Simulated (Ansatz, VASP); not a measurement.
**One calculation of NaH, two programs**

```xyz
2
Lattice="0.0000 2.3455 2.3455 2.3455 0.0000 2.3455 2.3455 2.3455 0.0000" Properties=species:S:1:pos:R:3 pbc="T T T"
Na    0.0000    0.0000    0.0000
H     2.3455    2.3455    2.3455
```

Alike in both runs: task single point; functional LDA; k mesh 8 × 8 × 8; no spin polarisation.

|  | VASP | Ansatz |
| --- | --- | --- |
| version | VASP 6.6.1 | Ansatz 0.2.0 |
| potentials or method | VASP PAW LDA potentials, release 64 (Na_pv, H) | PAW with Ansatz's default frozen-core files, scalar-relativistic |
| plane-wave cutoff (eV) | 520 | 420 |
| occupations | gaussian, width 0.01 eV | fixed |
| valence electrons in the cell | 8 | 10 |

Ansatz gave:

- gap on the k mesh at the Fermi level (eV): 3.55
- pressure (GPa): 0.0

Problem. What did VASP give for the same quantities?

Solution. gap on the k mesh at the Fermi level (eV): 3.54; pressure (GPa): -0.1.

LDA's correlation is that of Perdew and Zunger in VASP and of Perdew and Wang (1992) in Ansatz. VASP's potentials hold 8 valence electrons a cell and Ansatz's 10, so a difference there can come from the potentials and not from the codes.
